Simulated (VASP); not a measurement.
# Sc (Pm-3m) in VASP: a series of runs

The runs below take Sc through single point, with r2SCAN.

Program: VASP 6.6.1. These are calculated values, not measurements. Logs are shortened: lines on timing, memory, paths and dates and some standing lists are left out, and cuts for length are marked.

## Step 1: The cell of the first run

Symmetry: Pm-3m, No. 221, cubic system. The conventional cell has a = 2.972 Å, b = 2.972 Å, c = 2.972 Å, α = 90.00°, β = 90.00°, γ = 90.00°. Sc (site symmetry m-3m) has 6 Sc at 2.97 Å within 3.9 Å.

## Step 2: Single point, r2SCAN, collinear spin, ferromagnetic start

File POSCAR:

```
Sc
1.0
    2.9723352140      0.0000000000      0.0000000000
    0.0000000000      2.9723352140      0.0000000000
    0.0000000000      0.0000000000      2.9723352140
Sc
1
Direct
    0.0000000000      0.0000000000      0.0000000000
```

File INCAR.step1:

```
SYSTEM = Sc
PREC = Accurate
ENCUT = 520
ISMEAR = -1
SIGMA = 0.05
LREAL = .False.
LASPH = .True.
NELM = 150
ISPIN = 2
MAGMOM = 1
LMAXMIX = 4
NBANDS = 16
GGA = PE
ALGO = Normal
EDIFF = 1E-4
LWAVE = .True.
LCHARG = .False.
```

File INCAR.step2:

```
SYSTEM = Sc
PREC = Accurate
ENCUT = 520
EDIFF = 1E-6
ISMEAR = -1
SIGMA = 0.05
LREAL = .False.
LASPH = .True.
NELM = 150
ALGO = Normal
ISIF = 2
LWAVE = .False.
LCHARG = .False.
ISPIN = 2
MAGMOM = 1
LORBIT = 11
LMAXMIX = 4
METAGGA = R2SCAN
LMIXTAU = .True.
NBANDS = 16
ISTART = 1
```

File KPOINTS:

```
regular mesh
0
Gamma
  10 10 10
  0 0 0
```

Potentials or basis: VASP PAW PBE potentials, release 64 (Sc_sv).

The run is started by

```
$ cat potpaw_PBE.64/Sc_sv/POTCAR > POTCAR
$ cp INCAR.step1 INCAR
$ mpirun -np 1 vasp_std > vasp.out
$ cp INCAR.step2 INCAR
$ mpirun -np 1 vasp_std > vasp.out
```

OUTCAR:

```text
SYSTEM = Sc
   PREC = Accurate
   ENCUT = 520
   EDIFF = 1E-6
   ISMEAR = -1
   LREAL = .False.
   LASPH = .True.
   NELM = 150
   ISIF = 2
   ISPIN = 2
   LORBIT = 11
   METAGGA = R2SCAN
   ISTART = 1

 ion  position               nearest neighbor table
   1  0.000  0.000  0.000-

  LATTYP: Found a simple cubic cell.
 ALAT       =     2.9723352140

  Lattice vectors:

 A1 = (   2.9723352140,   0.0000000000,   0.0000000000)
 A2 = (   0.0000000000,   2.9723352140,   0.0000000000)
 A3 = (   0.0000000000,   0.0000000000,   2.9723352140)

Analysis of symmetry for initial positions (statically):
=====================================================================
 Subroutine PRICEL returns:
 Original cell was already a primitive cell.

 Routine SETGRP: Setting up the symmetry group for a
 simple cubic supercell.

 Subroutine GETGRP returns: Found 48 space group operations
 (whereof 48 operations were pure point group operations)
 out of a pool of 48 trial point group operations.

The static configuration has the point symmetry O_h .

Analysis of symmetry for dynamics (positions and initial velocities):
=====================================================================
 Subroutine PRICEL returns:
 Original cell was already a primitive cell.

 Routine SETGRP: Setting up the symmetry group for a
 simple cubic supercell.

 Subroutine GETGRP returns: Found 48 space group operations
 (whereof 48 operations were pure point group operations)
 out of a pool of 48 trial point group operations.

The dynamic configuration has the point symmetry O_h .

Analysis of structural, dynamic, and magnetic symmetry:
=====================================================================
 Subroutine PRICEL returns:
 Original cell was already a primitive cell.

 Routine SETGRP: Setting up the symmetry group for a
 simple cubic supercell.

 Subroutine GETGRP returns: Found 48 space group operations
 (whereof 48 operations were pure point group operations)
 out of a pool of 48 trial point group operations.

The overall configuration has the point symmetry O_h .

 Subroutine INISYM returns: Found 48 space group operations
 (whereof 48 operations are pure point group operations),
 and found     1 'primitive' translations

----------------------------------------------------------------------------------------

                                     Primitive cell

  volume of cell :      26.2599

  direct lattice vectors                    reciprocal lattice vectors
[... 94 lines left out ...]
   TEBEG  =    0.0;   TEEND  =   0.0 temperature during run
   PSTRESS=    0.0 pullay stress
   NELECT =      11.0000    total number of electrons
   NUPDOWN=      -1.0000    fix difference up-down
   EMIN   =  10.00;   EMAX   =-10.00  energy-range for DOS
   EFERMI =   0.00;   METHOD = LEGACY
   ISMEAR =    -1;   SIGMA  =   0.05  broadening in eV -4-tet -1-fermi 0-gaus
   EFERMI_NEDOS =   21; number of points for ismear=-14 and -15
   IALGO  =     38    algorithm
   IMIX   =      4    mixing-type and parameters
     AMIX     =   0.40;   BMIX     =  1.00
     AMIX_MAG =   1.60;   BMIX_MAG =  1.00
  volume/ion in A,a.u.               =      26.26       177.21
  Fermi-wavevector in a.u.,A,eV,Ry     =   1.224921  2.314764 20.414596  1.500430
  Thomas-Fermi vector in A             =   2.359978
   LORBIT       =     11    0 simple, 1 ext, 2 COOP (PROOUT), +10 PAW based schemes
   METAGGA = R2SCAN    functional components
   LHFCALC =     F    Hartree Fock is set to
   AEXX    =    0.0000 exact exchange contribution
   IVDW    =     0    specifies the selected vdW correction
   LEPSILON=     F    determine dielectric tensor
   LRPA    =     F    only Hartree local field effects (RPA)
 spin polarized calculation
  energy-cutoff  :      520.00
  volume of cell :       26.26
 maximum number of plane-waves:       739
 NGX is ok and might be reduce to    24
   NGX = 11   NGY = 11   NGZ = 11

 number of electron      10.9999998 magnetization       0.9345370

 Free energy of the ion-electron system (eV)
  ---------------------------------------------------
  ext. energy  EPLUGINS =         0.00000000
  ---------------------------------------------------
  free energy    TOTEN  =       -10.66517489 eV

  energy without entropy =      -10.65932119  energy(sigma->0) =      -10.66224804

 E-fermi :   3.3824     XC(G=0): -10.2090

 val. band max:        3.3504505401   @ k =   0.4000   0.4000   0.4000
 cond. band min:       3.3862705715   @ k =   0.5000   0.2000   0.0000
 fundamental gap:      0.0358200314
 Fermi energy:         3.3824178483

 spin component 1

 k-point     1 :       0.0000    0.0000    0.0000
  band No.  band energies     occupation
      1     -48.4906      1.00000
      2     -25.8918      1.00000
      3     -25.8918      1.00000
      4     -25.8918      1.00000
      5      -2.1680      1.00000
      6       2.3345      1.00000
[... 435 lines left out ...]
      5      -0.0874      1.00000
      6       2.9783      0.99969
[... 8 lines left out ...]
     15      22.4854      0.00000
     16      24.2921      0.00000

 [... further k-points ...]

 spin component 2

 k-point     1 :       0.0000    0.0000    0.0000
  band No.  band energies     occupation
      1     -47.8265      1.00000
      2     -25.2472      1.00000
      3     -25.2472      1.00000
      4     -25.2472      1.00000
      5      -1.4955      1.00000
      6       4.0688      0.00000
[... 435 lines left out ...]
      5       0.6051      1.00000
      6       4.5612      0.00000
[... 8 lines left out ...]
     15      23.7236      0.00000
     16      25.0073      0.00000

 [... further k-points ...]
[... 5 lines left out ...]
  --------------------------------------------------------------------------------------
  -------------------------------------------------------------------------------------
  Total        0.0228054      0.0228054      0.0228054     -0.0000000     -0.0000000      0.0000000
  in kB        1.3914070      1.3914070      1.3914070     -0.0000000     -0.0000000      0.0000000
  external PRESSURE =       1.3914070 kB  Pullay stress =       0.0000000 kB

 VOLUME and BASIS-vectors are now :
 -----------------------------------------------------------------------------
  energy-cutoff  :      520.00
  volume of cell :       26.26
      direct lattice vectors                 reciprocal lattice vectors
     2.972335214  0.000000000  0.000000000     0.336435808  0.000000000  0.000000000
     0.000000000  2.972335214  0.000000000     0.000000000  0.336435808  0.000000000
     0.000000000  0.000000000  2.972335214     0.000000000  0.000000000  0.336435808

 POSITION                                       TOTAL-FORCE (eV/Angst)
 -----------------------------------------------------------------------------------
      0.00000      0.00000      0.00000         0.000000      0.000000      0.000000
 -----------------------------------------------------------------------------------
    total drift:                                0.000000      0.000000      0.000000

  FREE ENERGIE OF THE ION-ELECTRON SYSTEM (eV)
  ---------------------------------------------------
  free  energy   TOTEN  =       -10.6651748881 eV

  energy  without entropy=      -10.6593211884  energy(sigma->0) =      -10.66224804

 total charge

# of ion       s       p       d       tot
------------------------------------------
    1        2.246   6.077   1.116   9.439

 magnetization (x)

# of ion       s       p       d       tot
------------------------------------------
    1        0.060   0.031   0.615   0.706
```

OSZICAR.step1:

```text
N       E                     dE             d eps       ncg     rms          rms(c)
DAV:   1     0.733193508346E+02    0.73319E+02   -0.49371E+03  3616   0.698E+02
DAV:   2    -0.470933365776E+01   -0.78029E+02   -0.75690E+02  3672   0.217E+02
DAV:   3    -0.600557354180E+01   -0.12962E+01   -0.12871E+01  4560   0.353E+01
DAV:   4    -0.602594158115E+01   -0.20368E-01   -0.20367E-01  3848   0.381E+00
DAV:   5    -0.602649301341E+01   -0.55143E-03   -0.55143E-03  5288   0.726E-01    0.629E+00
DAV:   6    -0.555673995485E+01    0.46975E+00   -0.67687E-01  5008   0.964E+00    0.208E+00
DAV:   7    -0.552594590792E+01    0.30794E-01   -0.10411E-01  5320   0.321E+00    0.844E-01
DAV:   8    -0.553792569387E+01   -0.11980E-01   -0.20585E-02  4312   0.121E+00    0.461E-01
DAV:   9    -0.553704224180E+01    0.88345E-03   -0.57114E-03  4528   0.623E-01    0.308E-01
DAV:  10    -0.553801510546E+01   -0.97286E-03   -0.42521E-04  4192   0.143E-01    0.917E-02
DAV:  11    -0.553824038830E+01   -0.22528E-03   -0.54109E-04  4336   0.123E-01    0.363E-02
DAV:  12    -0.553827076324E+01   -0.30375E-04   -0.31313E-05  2616   0.406E-02
   1 F= -.55382708E+01 E0= -.55330906E+01  d E =-.103603E-01  mag=     0.8425
```

It took 73 s on 1 thread of Intel Xeon 6975P-C, shared host; peak memory 0.17 GiB.

Results:

| Quantity | Value |
| --- | --- |
| Free energy | -10.6652 eV |
| Pressure | 0.1 GPa |
| Net moment | 0.93 μB per cell |
| Site moments | Sc +0.71 μB |
| Valence electrons inside the program's atomic spheres | Sc 9.44 |

Levels at points of the mesh, in eV from the Fermi level:
Spin up:
```
           k point  band 4  band 5  band 6  band 7  band 8  band 9
(0.00, 0.00, 0.00)  -29.27   -5.55   -1.05   -1.05    4.13    4.13
(0.50, 0.00, 0.00)  -29.23   -2.19   -0.79   -0.42    2.51    2.51
(0.50, 0.50, 0.00)  -29.18   -1.73   -0.28    2.87    2.87    3.41
(0.50, 0.50, 0.50)  -29.69   -0.41   -0.41   -0.41    4.62    4.62
```
Spin down:
```
           k point  band 2  band 3  band 4  band 5  band 6  band 7  band 8  band 9
(0.00, 0.00, 0.00)  -28.63  -28.63  -28.63   -4.88    0.69    0.69    4.48    4.48
(0.50, 0.00, 0.00)  -29.12  -28.58  -28.58   -0.83   -0.45    1.37    2.92    2.92
(0.50, 0.50, 0.00)  -29.05  -29.05  -28.54   -1.48    1.47    3.31    3.31    4.33
(0.50, 0.50, 0.50)  -28.98  -28.98  -28.98    0.04    0.04    0.04    5.81    5.81
```

Caveat: the PAW data sets were made with another functional, which shifts forces and pressure a little.

## Step 3: Single point, r2SCAN, collinear spin, ferromagnetic start (volume scaled by 0.88)

File POSCAR:

```
Sc
1.0
    2.8483411932      0.0000000000      0.0000000000
    0.0000000000      2.8483411932      0.0000000000
    0.0000000000      0.0000000000      2.8483411932
Sc
1
Direct
    0.0000000000      0.0000000000      0.0000000000
```

File INCAR.step1:

```
SYSTEM = Sc
PREC = Accurate ; ENCUT = 520
ISMEAR = -1 ; SIGMA = 0.05
LREAL = .FALSE. ; LASPH = .TRUE.
NELM = 150 ; ISPIN = 2
MAGMOM = 0.67 ; LMAXMIX = 4
NBANDS = 16 ; GGA = PE
ALGO = Normal ; EDIFF = 1E-4
LWAVE = .TRUE. ; LCHARG = .FALSE.
```

File INCAR.step2:

```
SYSTEM = Sc
PREC = Accurate ; ENCUT = 520
EDIFF = 1E-6 ; ISMEAR = -1
SIGMA = 0.05 ; LREAL = .FALSE.
LASPH = .TRUE. ; NELM = 150
ALGO = Normal ; ISIF = 2
LWAVE = .FALSE. ; LCHARG = .TRUE.
ISPIN = 2 ; MAGMOM = 0.67
LORBIT = 11 ; LMAXMIX = 4
METAGGA = R2SCAN ; LMIXTAU = .TRUE.
LELF = .TRUE. ; LVHAR = .TRUE.
NBANDS = 16 ; ISTART = 1
```

File KPOINTS:

```
regular mesh
0
G
  17 17 17
  0 0 0
```

Potentials or basis: VASP PAW PBE potentials, release 64 (Sc_sv).

The run is started by

```
$ cat potpaw_PBE.64/Sc_sv/POTCAR > POTCAR
$ cp INCAR.step1 INCAR
$ mpirun -np 1 vasp_std > vasp.out
$ cp INCAR.step2 INCAR
$ mpirun -np 1 vasp_std > vasp.out
```

OUTCAR:

```text
SYSTEM = Sc
   PREC = Accurate
   ENCUT = 520
   EDIFF = 1E-6
   ISMEAR = -1
   LREAL = .FALSE.
   LASPH = .TRUE.
   NELM = 150
   ISIF = 2
   ISPIN = 2
   LORBIT = 11
   METAGGA = R2SCAN
   ISTART = 1

 ion  position               nearest neighbor table
   1  0.000  0.000  0.000-

  LATTYP: Found a simple cubic cell.
 ALAT       =     2.8483411932

  Lattice vectors:

 A1 = (   2.8483411932,   0.0000000000,   0.0000000000)
 A2 = (   0.0000000000,   2.8483411932,   0.0000000000)
[... 1120 lines left out ...]
  -------------------------------------------------------------------------------------
  Total        0.8525489      0.8525489      0.8525489     -0.0000000     -0.0000000     -0.0000000
  in kB       59.1090349     59.1090349     59.1090349     -0.0000000     -0.0000000     -0.0000000
  external PRESSURE =      59.1090349 kB  Pullay stress =       0.0000000 kB

 VOLUME and BASIS-vectors are now :
 -----------------------------------------------------------------------------
  energy-cutoff  :      520.00
  volume of cell :       23.11
      direct lattice vectors                 reciprocal lattice vectors
     2.848341193  0.000000000  0.000000000     0.351081536  0.000000000  0.000000000
     0.000000000  2.848341193  0.000000000     0.000000000  0.351081536  0.000000000
     0.000000000  0.000000000  2.848341193     0.000000000  0.000000000  0.351081536

 POSITION                                       TOTAL-FORCE (eV/Angst)
 -----------------------------------------------------------------------------------
      0.00000      0.00000      0.00000         0.000000      0.000000      0.000000
 -----------------------------------------------------------------------------------
    total drift:                                0.000000      0.000000      0.000000

  FREE ENERGIE OF THE ION-ELECTRON SYSTEM (eV)
  ---------------------------------------------------
  free  energy   TOTEN  =       -10.6032787155 eV

  energy  without entropy=      -10.5952534752  energy(sigma->0) =      -10.59926610

 total charge

# of ion       s       p       d       tot
------------------------------------------
    1        2.259   6.093   1.211   9.563

 magnetization (x)

# of ion       s       p       d       tot
------------------------------------------
    1        0.061   0.032   0.634   0.726
```

Wall time 3 min (1 thread of Intel Xeon 6975P-C, shared host); peak memory 0.22 GiB.

Results:

| Item | Value |
| --- | --- |
| Free energy | -10.6033 eV |
| Pressure | 5.9 GPa |
| Net moment | 0.91 μB per cell |
| Site moments | Sc +0.73 μB |
| Valence electrons inside the program's atomic spheres | Sc 9.56 |

Levels at points of the mesh, in eV from the Fermi level:
Spin up:
| k point | band 3 | band 4 | band 5 | band 6 | band 7 | band 8 | band 9 | band 10 |
| --- | --- | --- | --- | --- | --- | --- | --- | --- |
| (0.00, 0.00, 0.00) | -29.02 | -29.02 | -5.79 | -1.20 | -1.20 | 4.59 | 4.59 | 4.59 |
Spin down:
```csv
k point,band 2,band 3,band 4,band 5,band 6,band 7,band 8,band 9
"(0.00, 0.00, 0.00)",-28.37,-28.37,-28.37,-5.13,0.48,0.48,4.95,4.95
```

Caveat: the PAW data sets were made with another functional, which shifts forces and pressure a little.

(Part 1 of 2 ends here.)
